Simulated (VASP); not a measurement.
# Pd (Fm-3m) in VASP: notebook

Runs on Pd. Level: PBE. Tasks: single point.

Everything below comes from runs of VASP 6.6.1. Logs are shortened: lines on timing, memory, paths and dates and some standing lists are left out, and cuts for length are marked.

### Step 1. The cell of the first run

The structure is cubic, space group Fm-3m (No. 225). The conventional cell has a = 3.947 Å, b = 3.947 Å, c = 3.947 Å, α = 90.00°, β = 90.00°, γ = 90.00°. Within 3.7 Å of Pd (site symmetry m-3m) lie 12 Pd at 2.79 Å.

### Step 2. Single point, PBE, collinear spin, ferromagnetic start

Contents of INCAR:

```
PREC = Accurate ; ENCUT = 520
EDIFF = 1E-6 ; ISMEAR = -1
SIGMA = 0.6 ; LREAL = F
LASPH = T ; NELM = 150
ALGO = Normal ; ISIF = 2
LWAVE = F ; LCHARG = F
ISPIN = 2 ; MAGMOM = 0.288
LORBIT = 11 ; LMAXMIX = 4
GGA = PE ; NBANDS = 15
```

Contents of KPOINTS:

```
Automatic mesh
0
Gamma
  14 14 14
```

Contents of POSCAR:

```
Pd
1.0
    0.0000000000      1.9737080107      1.9737080107
    1.9737080107      0.0000000000      1.9737080107
    1.9737080107      1.9737080107      0.0000000000
Pd
1
Direct
    0.0000000000      0.0000000000      0.0000000000
```

Potentials or basis: VASP PAW PBE potentials, release 64 (Pd).

Command:

```console
$ cat potpaw_PBE.64/Pd/POTCAR > POTCAR
$ mpirun -np 1 vasp_std > vasp.out
```

OUTCAR:

```text
PREC = Accurate
   ENCUT = 520
   EDIFF = 1E-6
   ISMEAR = -1
   LREAL = F
   LASPH = T
   NELM = 150
   ISIF = 2
   ISPIN = 2
   LORBIT = 11
   GGA = PE

 ion  position               nearest neighbor table
   1  0.000  0.000  0.000-

  LATTYP: Found a face centered cubic cell.
 ALAT       =     3.9474160214

  Lattice vectors:

 A1 = (   0.0000000000,   1.9737080107,   1.9737080107)
 A2 = (   1.9737080107,   0.0000000000,   1.9737080107)
 A3 = (   1.9737080107,   1.9737080107,   0.0000000000)

Analysis of symmetry for initial positions (statically):
=====================================================================
 Subroutine PRICEL returns:
 Original cell was already a primitive cell.

 Routine SETGRP: Setting up the symmetry group for a
 face centered cubic supercell.

 Subroutine GETGRP returns: Found 48 space group operations
 (whereof 48 operations were pure point group operations)
 out of a pool of 48 trial point group operations.

The static configuration has the point symmetry O_h .

Analysis of symmetry for dynamics (positions and initial velocities):
=====================================================================
 Subroutine PRICEL returns:
 Original cell was already a primitive cell.

 Routine SETGRP: Setting up the symmetry group for a
 face centered cubic supercell.

 Subroutine GETGRP returns: Found 48 space group operations
 (whereof 48 operations were pure point group operations)
 out of a pool of 48 trial point group operations.

The dynamic configuration has the point symmetry O_h .

Analysis of structural, dynamic, and magnetic symmetry:
=====================================================================
 Subroutine PRICEL returns:
 Original cell was already a primitive cell.

 Routine SETGRP: Setting up the symmetry group for a
 face centered cubic supercell.

 Subroutine GETGRP returns: Found 48 space group operations
 (whereof 48 operations were pure point group operations)
 out of a pool of 48 trial point group operations.

The overall configuration has the point symmetry O_h .

 Subroutine INISYM returns: Found 48 space group operations
 (whereof 48 operations are pure point group operations),
 and found     1 'primitive' translations

----------------------------------------------------------------------------------------

                                     Primitive cell

  volume of cell :      15.3773

  direct lattice vectors                    reciprocal lattice vectors
     0.000000000  1.973708011  1.973708011    -0.253330278  0.253330278  0.253330278
     1.973708011  0.000000000  1.973708011     0.253330278 -0.253330278  0.253330278
     1.973708011  1.973708011  0.000000000     0.253330278  0.253330278 -0.253330278

  length of vectors
     2.791244637  2.791244637  2.791244637     0.438780913  0.438780913  0.438780913

[... 124 lines left out ...]
  free energy    TOTEN  =        -5.91284179 eV

  energy without entropy =       -4.78074109  energy(sigma->0) =       -5.34679144

 E-fermi :   9.6082     XC(G=0): -12.9381

 val. band max:        9.4267023020   @ k =   0.3571   0.3571   0.0000
 cond. band min:       9.6564405322   @ k =  -0.3571   0.0714   0.0000
 fundamental gap:      0.2297382302
 Fermi energy:         9.6081647704

 spin component 1

 k-point     1 :       0.0000    0.0000    0.0000
  band No.  band energies     occupation
      1       2.2731      1.00000
      2       6.4140      0.99515
      3       6.4140      0.99515
      4       6.4140      0.99515
      5       7.8990      0.94525
      6       7.8990      0.94525
      7      26.2687      0.00000
      8      30.7937      0.00000
      9      30.7937      0.00000
     10      30.7937      0.00000
     11      35.3051      0.00000
     12      36.0672      0.00000
     13      38.8604      0.00000
     14      38.8604      0.00000
[... 403 lines left out ...]
      4       7.0882      0.98522
      5       8.0670      0.92881
      6       8.4341      0.87618
      7      24.0971      0.00000
      8      27.4972      0.00000
      9      28.4320      0.00000
     10      30.3919      0.00000
     11      34.5513      0.00000
     12      35.6539      0.00000
     13      36.8100      0.00000
     14      37.1283      0.00000
     15      40.2654      0.00000

 [... further k-points ...]

 spin component 2

 k-point     1 :       0.0000    0.0000    0.0000
  band No.  band energies     occupation
      1       2.2730      1.00000
      2       6.4140      0.99515
      3       6.4140      0.99515
      4       6.4140      0.99515
      5       7.8991      0.94524
      6       7.8991      0.94524
      7      26.2686      0.00000
      8      30.7935      0.00000
      9      30.7935      0.00000
     10      30.7935      0.00000
     11      35.3050      0.00000
     12      36.0669      0.00000
     13      38.8604      0.00000
     14      38.8604      0.00000
[... 403 lines left out ...]
      4       7.0883      0.98522
      5       8.0671      0.92881
      6       8.4342      0.87617
      7      24.0969      0.00000
      8      27.4970      0.00000
      9      28.4318      0.00000
     10      30.3918      0.00000
     11      34.5512      0.00000
     12      35.6538      0.00000
     13      36.8099      0.00000
     14      37.1282      0.00000
     15      40.2654      0.00000

 [... further k-points ...]

------------------------ aborting loop because EDIFF is reached ----------------------------------------

  FORCE on cell =-STRESS in cart. coord.  units (eV):
  Direction    XX          YY          ZZ          XY          YZ          ZX
  --------------------------------------------------------------------------------------
  -------------------------------------------------------------------------------------
  Total        0.4675661      0.4675661      0.4675661      0.0000000      0.0000000      0.0000000
  in kB       48.7163664     48.7163664     48.7163664      0.0000000      0.0000000      0.0000000
  external PRESSURE =      48.7163664 kB  Pullay stress =       0.0000000 kB

 VOLUME and BASIS-vectors are now :
 -----------------------------------------------------------------------------
  energy-cutoff  :      520.00
  volume of cell :       15.38
      direct lattice vectors                 reciprocal lattice vectors
     0.000000000  1.973708011  1.973708011    -0.253330278  0.253330278  0.253330278
     1.973708011  0.000000000  1.973708011     0.253330278 -0.253330278  0.253330278
     1.973708011  1.973708011  0.000000000     0.253330278  0.253330278 -0.253330278

 POSITION                                       TOTAL-FORCE (eV/Angst)
 -----------------------------------------------------------------------------------
      0.00000      0.00000      0.00000         0.000000      0.000000      0.000000
 -----------------------------------------------------------------------------------
    total drift:                               -0.000000      0.000000     -0.000000

  FREE ENERGIE OF THE ION-ELECTRON SYSTEM (eV)
  ---------------------------------------------------
  free  energy   TOTEN  =        -5.9128417888 eV

  energy  without entropy=       -4.7807410922  energy(sigma->0) =       -5.34679144

 total charge

# of ion       s       p       d       tot
------------------------------------------
    1        0.484   0.455   8.413   9.351

 magnetization (x)

# of ion       s       p       d       tot
------------------------------------------
    1       -0.000  -0.000   0.000   0.000
```

stdout:

```text
POSCAR found type information on POSCAR Pd
 POSCAR found :  1 types and       1 ions
 scaLAPACK will be used
 LDA part: xc-table for (Slater+PW92), standard interpolation
 POSCAR, INCAR and KPOINTS ok, starting setup
 FFT: planning ... GRIDC
 FFT: planning ... GRID_SOFT
 FFT: planning ... GRID
 WAVECAR not read
 entering main loop
```

Run time: 81 s. Hardware: 1 thread of Intel Xeon 8259CL, shared host; peak memory 0.17 GiB.

What came out:

```yaml
Free_energy: -5.9128 eV
Pressure: 4.9 GPa
Band_gap_on_the_k_mesh: zero (filled and empty bands overlap)
Net_moment: 0.00 μB per cell
Valence_electrons_inside_the_program's_atomic_spheres: Pd 9.35
```

### Step 3. Single point, PBE, collinear spin, ferromagnetic start

Contents of INCAR:

```
SYSTEM = Pd
  PREC = Accurate
  ENCUT = 520
  EDIFF = 1E-6
  ISMEAR = -1
  SIGMA = 1.0
  LREAL = .FALSE.
  LASPH = .TRUE.
  NELM = 150
  ALGO = Normal
  ISIF = 2
  LWAVE = .FALSE.
  LCHARG = .FALSE.
  ISPIN = 2
  MAGMOM = 0.288
  LORBIT = 11
  LMAXMIX = 4
  GGA = PE
  NBANDS = 15
```

Contents of KPOINTS:

```
regular mesh
0
G
  14 14 14
  0 0 0
```

POSCAR is that of step 2.

Potentials or basis: VASP PAW PBE potentials, release 64 (Pd).

Command:

```console
$ cat potpaw_PBE.64/Pd/POTCAR > POTCAR
$ mpirun -np 1 vasp_std > vasp.out
```

Run time: 80 s. Hardware: 1 thread of Intel Xeon 8259CL, shared host; peak memory 0.17 GiB.

Results (log left out):

| Item | Value |
| --- | --- |
| Free energy | -6.8366 eV |
| Pressure | 12.8 GPa |
| Band gap on the k mesh | zero (filled and empty bands overlap) |
| Net moment | 0.00 μB per cell |
| Valence electrons inside the program's atomic spheres | Pd 9.34 |

Levels at points of the mesh, in eV from the Fermi level:
Spin up:
```tsv
k point	band 1	band 2	band 3	band 4	band 5	band 6	band 7	band 8	band 9	band 10
(0.00, 0.00, 0.00)	-7.82	-3.72	-3.72	-3.72	-2.25	-2.25	16.18	20.70	20.70	20.70
(0.50, 0.00, 0.00)	-6.02	-3.77	-3.77	-1.12	-1.12	0.11	5.95	15.52	19.69	19.69
(0.50, 0.50, 0.00)	-6.11	-5.83	-1.16	-0.82	-0.82	2.36	9.30	11.98	11.98	19.94
```
Spin down:
```
           k point  band 3  band 4  band 5  band 6  band 7  band 8
(0.00, 0.00, 0.00)   -3.72   -3.72   -2.25   -2.25   16.18   20.70
(0.50, 0.00, 0.00)   -3.77   -1.12   -1.12    0.11    5.95   15.52
(0.50, 0.50, 0.00)   -1.16   -0.82   -0.82    2.36    9.30   11.98
```
